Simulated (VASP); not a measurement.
## P: single point with PBEsol

The system is P.

```
CELL_PARAMETERS angstrom
2.70650 0.00000 0.00000
-1.35325 2.34390 0.00000
0.00000 0.00000 9.94953
ATOMIC_POSITIONS crystal
P 0.00000 0.00000 0.00000
P 0.00000 0.00000 0.50000
P 0.33333 0.66667 0.25000
P 0.66667 0.33333 0.75000
```

This cell differs from its parent crystal: volume scaled by 1.12.

```
Program                : VASP 6.6.1
Task                   : single point
Functional             : PBEsol
Potentials or basis    : VASP PAW PBE potentials, release 64 (P)
Cutoff                 : 520 eV
k mesh                 : 16 × 16 × 4
Occupations            : fermi-dirac, width 0.1 eV
Spin                   : no spin polarisation
Dipole correction      : no
Further INCAR settings : ALGO = Normal; EDIFF = 1e-06; NBANDS = 18
```

```yaml
Pressure: -9.5 GPa
Band_gap_on_the_k_mesh: zero (band 10 reaches 14.53 eV, above the bottom of band 11 at 5.40 eV)
```

Stress tensor (GPa, compression positive):
```
-10.04   0.00   0.00
  0.00 -10.04   0.00
  0.00   0.00  -8.34
```

Levels at points of the mesh, in eV from the Fermi level:
```tsv
k point	band 6	band 7	band 8	band 9	band 10	band 11	band 12	band 13	band 14	band 15
(0.00, 0.00, 0.00)	-2.44	-2.43	4.15	5.85	5.85	6.35	6.35	6.41	6.41	7.03
(0.50, 0.00, 0.00)	-6.79	-5.20	-4.84	-2.09	-1.20	1.57	1.83	2.41	2.83	2.85
(0.00, 0.00, 0.50)	-5.81	1.46	1.46	6.00	6.00	6.00	6.00	6.82	6.82	6.82
(0.50, 0.00, 0.50)	-6.34	-5.74	-5.74	-0.77	-0.77	0.86	0.86	2.09	2.09	3.85
```

Run time: 62 s on 1 thread of Intel(R) Xeon(R) Platinum 8488C (Sapphire Rapids), on a shared host, peak memory 0.21 GiB.

Caveat: the PAW data sets were made with another functional, which shifts forces and pressure a little.
